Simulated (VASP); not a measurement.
Fe:

```
Fe
1.0
     0.00000    1.82600    1.82600
     1.82600    0.00000    1.82600
     1.82600    1.82600    0.00000
Fe
1
Direct
  0.00000 0.00000 0.00000
```

Base run:

* Program: VASP 6.6.1
* Functional: PBE
* Potentials or basis: VASP PAW PBE potentials, release 64 (Fe)
* Cutoff: 520 eV
* k mesh: 12 × 12 × 12
* Occupations: fermi-dirac, width 0.1 eV
* Spin: collinear spin, ferromagnetic start
* Starting moments: [1.13] μB
* Fixed moment: 1.13 μB

Its results: pressure -25.6 GPa; site moments Fe +1.14 μB.

Question: The run is repeated on the same cell with these changes: fixed moment from 1.13 μB to 3.39 μB; moments at the start from [1.13] to [3.39]. What comes out?

Answer: Pressure 20.2 GPa; site moments Fe +3.29 μB.

Caveats: the total moment is fixed, so each spin has its own Fermi level.
